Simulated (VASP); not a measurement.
A run of VASP 6.6.1:

File INCAR:

```
PREC = Accurate
ENCUT = 600
EDIFF = 1E-6
ISMEAR = -1
SIGMA = 0.01
LREAL = F
LASPH = T
NELM = 120
ALGO = Normal
ISIF = 2
LWAVE = F
LCHARG = F
GGA = PE
NBANDS = 11
GGA_COMPAT = F
```

File KPOINTS:

```
regular mesh
0
Gamma
  9 9 9
```

File POSCAR:

```
MgO
1.0
    0.0000000000      2.1544500000      2.1544500000
    2.1544500000      0.0000000000      2.1544500000
    2.1544500000      2.1544500000      0.0000000000
Mg O
1 1
Direct
    0.0000000000      0.0000000000      0.0000000000
    0.5000000000      0.5000000000      0.5000000000
```

Potentials or basis: VASP PAW PBE potentials, release 64 (Mg, O).

The run is started by

```bash
$ cat potpaw_PBE.64/Mg/POTCAR potpaw_PBE.64/O/POTCAR > POTCAR
$ mpirun -np 1 vasp_std > vasp.out
```

Hardware: 1 thread of Intel Xeon 8259CL, with other jobs on the host.

Question: How long does it take, and how much memory?

Answer: It took 13 s on 1 thread of Intel Xeon 8259CL (shared host), peak memory 0.14 GiB. Counts: scf iterations 11, k points 35.
